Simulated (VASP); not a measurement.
Write the native input for VASP 6.6.1 that does the following.

- Task: single point
- Functional: r2SCAN
- Potentials or basis: VASP PAW PBE potentials, release 64 (Ti_sv)
- Cutoff: 520 eV
- k mesh: 18 × 18 × 10
- Occupations: gaussian, width 0.15 eV
- Spin: no spin polarisation
- Dipole correction: no
- Further INCAR settings: ALGO = Normal; EDIFF = 1e-06; NBANDS = 19

Crystal: Ti.

```
Ti
1.0
     2.95000    0.00000    0.00000
    -1.47500    2.55477    0.00000
     0.00000    0.00000    4.82658
Ti
2
Direct
  0.33333 0.66667 0.25000
  0.66667 0.33333 0.75000
```

This cell differs from its parent crystal: strain +0.000 along x and y, +0.030 along z.

The input as run:

POSCAR

```
Ti
1.0
    2.9499978604      0.0000000000      0.0000000000
   -1.4749989302      2.5547730882      0.0000000000
    0.0000000000      0.0000000000      4.8265800000
Ti
2
Direct
    0.3333333333      0.6666666667      0.2500000000
    0.6666666667      0.3333333333      0.7500000000
```

INCAR.step1

```
SYSTEM = Ti
PREC     = Accurate       ! precision mode
ENCUT    = 520            ! plane-wave cutoff, eV
ISMEAR   = 0              ! smearing method
SIGMA    = 0.15           ! smearing width, eV
LREAL    = .False.        ! projectors in reciprocal space
LASPH    = .True.         ! aspherical terms in the spheres
NELM     = 60             ! most SCF steps
NBANDS   = 19             ! bands
GGA      = PE             ! functional
ALGO     = Normal         ! electronic algorithm
EDIFF    = 1E-4           ! SCF threshold, eV
LWAVE    = .True.         ! write WAVECAR
LCHARG   = .False.        ! write CHGCAR
```

INCAR.step2

```
SYSTEM = Ti
PREC     = Accurate       ! precision mode
ENCUT    = 520            ! plane-wave cutoff, eV
EDIFF    = 1E-6           ! SCF threshold, eV
ISMEAR   = 0              ! smearing method
SIGMA    = 0.15           ! smearing width, eV
LREAL    = .False.        ! projectors in reciprocal space
LASPH    = .True.         ! aspherical terms in the spheres
NELM     = 60             ! most SCF steps
ALGO     = Normal         ! electronic algorithm
ISIF     = 2              ! what is computed and relaxed
LWAVE    = .False.        ! write WAVECAR
LCHARG   = .True.         ! write CHGCAR
METAGGA  = R2SCAN         ! meta-GGA
LMIXTAU  = .True.       
LELF     = .True.         ! ELF
LVHAR    = .True.       
NBANDS   = 19             ! bands
ISTART   = 1
```

KPOINTS

```
Automatic mesh
0
Gamma
  18 18 10
  0 0 0
```

Potentials or basis: VASP PAW PBE potentials, release 64 (Ti_sv).

The run is started by

```console
$ cat potpaw_PBE.64/Ti_sv/POTCAR > POTCAR
$ cp INCAR.step1 INCAR
$ mpirun -np 1 vasp_std > vasp.out
$ cp INCAR.step2 INCAR
$ mpirun -np 1 vasp_std > vasp.out
```

Results of the run:

```json
{
  "Pressure": "-5.0 GPa",
  "Band gap on the k mesh": "zero (bands 12 and 13 overlap by 1.09 eV)"
}
```

Caveat: the cell differs from its parent crystal (strain +0.000 along x and y, +0.030 along z); the cell stands under tension; the PAW data sets were made with another functional, which shifts forces and pressure a little.

It took 2.8 min on 1 thread of Intel(R) Xeon(R) 6975P-C (Granite Rapids) (shared host), peak memory 0.26 GiB.
